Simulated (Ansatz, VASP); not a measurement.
## BP: VASP beside Ansatz

```
B P
1.0
     0.00000    2.26900    2.08748
     2.26900    0.00000    2.08748
     2.26900    2.26900    0.00000
B P
1 1
Direct
  0.00000 0.00000 0.00000
  0.75000 0.75000 0.75000
```

Change from the starting cell: strain +0.000 along x and y, -0.080 along z, atoms carried along.

Alike in both runs: task single point; functional r2SCAN; k mesh 10 × 10 × 10; occupations gaussian, width 0.05 eV; no spin polarisation.

|  | VASP | Ansatz |
| --- | --- | --- |
| version | VASP 6.6.1 | Ansatz 0.2.0 |
| potentials or method | VASP PAW PBE potentials, release 64 (B, P), cutoff 520 eV | scalar-relativistic, plane waves, PAW |
| valence electrons in the cell | 8 | 8 |

|  | VASP | Ansatz | Ansatz less VASP |
| --- | --- | --- | --- |
| gap on the k mesh at the Fermi level (eV) | none | none | - |
| pressure (GPa) | 15.5 | 16.1 | +0.60 |
| traceless stress, the component that is largest in VASP (GPa) | 15.03 | 14.92 | -0.113 |

VASP's potentials were made for PBE, not for r2SCAN. A gap of «none» marks a metal or a gap that the smearing closes.
